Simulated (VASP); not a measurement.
Set up this calculation in VASP 6.6.1, as the native input.

```yaml
Task: relaxation of cell and atoms
Functional: PBE
Dispersion: D3(BJ)
Potentials_or_basis: VASP PAW PBE potentials, release 64 (As)
Cutoff: 600 eV
k_mesh: 12 × 12 × 10
Occupations: gaussian, width 0.1 eV
Spin: no spin polarisation
Dipole_correction: no
Further_INCAR_settings: ALGO = Normal; EDIFF = 1e-06; IBRION = 2; EDIFFG = -0.005; NSW = 100; ISIF = 3
```

The structure of As lies in POSCAR:

```
As
1.0
    1.8709701765     -5.4115388577      0.0000000000
    1.8709701765      5.4115388577      0.0000000000
    0.0000000000      0.0000000000      4.2851748466
As
4
Direct
    0.1127112886      0.8872887114      0.9447227918
    0.6127112886      0.3872887114      0.5552772082
    0.8872887114      0.1127112886      0.0552772082
    0.3872887114      0.6127112886      0.4447227918
```

One way to write it, as run:

INCAR

```
SYSTEM = As
PREC = Accurate ; ENCUT = 600
EDIFF = 1E-6 ; ISMEAR = 0
SIGMA = 0.1 ; LREAL = .FALSE.
LASPH = .TRUE. ; NELM = 100
ALGO = Normal ; ISIF = 3
LWAVE = .FALSE. ; LCHARG = .FALSE.
GGA = PE ; IVDW = 12
IBRION = 2 ; NSW = 100
EDIFFG = -0.005
```

KPOINTS

```
regular mesh
0
G
  12 12 10
  0 0 0
```

Potentials or basis: VASP PAW PBE potentials, release 64 (As).

The run is started by

```sh
$ cat potpaw_PBE.64/As/POTCAR > POTCAR
$ mpirun -np 1 vasp_std > vasp.out
```

It gave:

```
Relaxed volume                         : 21.76 Å³/atom
Relaxed cell                           : a = 5.733 Å, b = 5.733 Å, c = 4.292 Å, α = 90.00°, β = 90.00°, γ = 141.90°
Space group after relaxing (to 0.05 Å) : Cmce (No. 64)
Energy gained by relaxing              : 0.2 meV/atom
Ionic steps                            : 8
Pressure after relaxing                : 0.0 GPa
Band gap on the k mesh                 : zero (band 10 reaches 5.23 eV, above the bottom of band 11 at 4.84 eV)
Dispersion energy per atom             : -0.414 eV
```

Caveat: pairwise dispersion overbinds metals, which lowers pressure and volume.

Wall time 7.2 min on 1 thread of Intel(R) Xeon(R) 6975P-C (Granite Rapids), with other jobs on the host, peak memory 0.54 GiB.
